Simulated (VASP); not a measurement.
Ga:

```
CELL_PARAMETERS angstrom
3.89182 -2.37226 0.00000
3.89182 2.37226 0.00000
0.00000 0.00000 4.57628
ATOMIC_POSITIONS crystal
Ga 0.66555 0.00969 0.25000
Ga 0.00969 0.66555 0.75000
Ga 0.33445 0.99031 0.75000
Ga 0.99031 0.33445 0.25000
```

Base run:

| Quantity | Value |
| --- | --- |
| Program | VASP 6.6.1 |
| Functional | PBE |
| Potentials or basis | VASP PAW PBE potentials, release 64 (Ga_d) |
| Cutoff | 520 eV |
| k mesh | 7 × 7 × 6 |
| Occupations | fermi-dirac, width 0.05 eV |
| Spin | no spin polarisation |

Its results: band gap on the k mesh zero (band 26 reaches 4.70 eV, above the bottom of band 27 at 4.11 eV); pressure 0.1 GPa; largest force 0.014 eV/Å.

Problem. The run is repeated on the same cell with these changes: functional from PBE to PBEsol. What comes out?

Solution. Band gap on the k mesh zero (band 26 reaches 4.54 eV, above the bottom of band 27 at 3.95 eV); pressure -3.1 GPa; largest force 0.032 eV/Å.

PBEsol binds more tightly than PBE, so the same cell stands under less pressure.

Caveats: the PAW data sets were made with another functional, which shifts forces and pressure a little (some runs).
